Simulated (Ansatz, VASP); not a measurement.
**ZnCd2Se2S in VASP and in Ansatz**

```
CELL_PARAMETERS angstrom
3.90403 0.00000 0.00000
-1.95201 3.38099 0.00000
0.00000 0.00000 9.64245
ATOMIC_POSITIONS crystal
Zn 0.00000 0.00000 0.50000
Cd 0.66667 0.33333 0.83604
Cd 0.33333 0.66667 0.16396
Se 0.66667 0.33333 0.34548
Se 0.33333 0.66667 0.65452
S 0.00000 0.00000 0.00000
```

Change from the starting cell: species swapped into the LiSmCu2P2 type (P-3m1, No. 164).

Alike in both runs: functional PBE; k mesh 6 × 6 × 4; occupations gaussian, width 0.1 eV; no spin polarisation.

Ansatz relaxed the structure, and its values are those at the end. VASP's run is a single point on that final structure, the one shown.

```csv
,VASP,Ansatz
version,VASP 6.6.1,Ansatz 0.2.0
potentials or method,"VASP PAW PBE potentials, release 64 (Zn, Cd, Se, S), cutoff 520 eV","scalar-relativistic, plane waves, PAW"
valence electrons in the cell,54,90
```

```tsv
	VASP	Ansatz	Ansatz less VASP
gap on the k mesh at the Fermi level (eV)	none	none	-
pressure (GPa)	0.3	0.0	-0.29
rms of the force components (eV/Å)	0.008	0.003	-0.0050
```

A gap of «none» marks a metal or a gap that the smearing closes. VASP's potentials hold 54 valence electrons a cell and Ansatz's 90, so a difference there can come from the potentials and not from the codes.
